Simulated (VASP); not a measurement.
## HfN: single point with PBE

The system is HfN.

```
Hf N
1.0
     0.00000    2.45482    2.45482
     2.45482    0.00000    2.45482
     2.45482    2.45482    0.00000
Hf N
1 1
Direct
  0.00764 0.00764 0.99236
  0.75000 0.75000 0.75000
```

This cell differs from its parent crystal: all Hf atoms moved +0.037 Å, as atom 1 along Cartesian [0 0 1].

```yaml
Program: VASP 6.6.1
Task: single point
Functional: PBE
Potentials_or_basis: VASP PAW PBE potentials, release 64 (Hf_pv, N)
Cutoff: 520 eV
k_mesh: 16 × 16 × 16
Occupations: gaussian, width 0.15 eV
Spin: no spin polarisation
```

```
Pressure      : -0.2 GPa
Largest force : 0.437 eV/Å
```

Forces in eV/Å, atoms in the order of the input:
```
Hf   0.000  0.000 -0.437
N    0.000  0.000  0.437
```

Stress tensor (GPa, compression positive):
```
-0.14 -2.06  0.00
-2.06 -0.14  0.00
 0.00  0.00 -0.24
```

Levels at points of the mesh, in eV from the Fermi level:
```tsv
k point	band 6	band 7	band 8	band 9	band 10	band 11
(0.00, 0.00, 0.00)	-5.47	-5.41	-0.74	2.23	2.23	6.34
(0.50, 0.00, 0.00)	-4.86	-4.78	1.39	2.58	2.84	4.23
(0.00, 0.00, 0.50)	-4.97	-4.90	1.64	2.62	2.86	4.24
(0.50, 0.50, 0.00)	-3.67	-3.58	-1.16	2.19	4.03	4.59
(0.00, 0.50, 0.50)	-3.63	-3.63	-1.15	2.18	4.03	4.64
```

Run time: 110 s on 1 thread of Intel(R) Xeon(R) 6975P-C (Granite Rapids), with other jobs on the host, peak memory 0.38 GiB.

Caveat: the cell differs from its parent crystal (all Hf atoms moved +0.037 Å, as atom 1 along Cartesian [0 0 1]); spin-orbit coupling is left out, which moves the levels of the heavy elements.
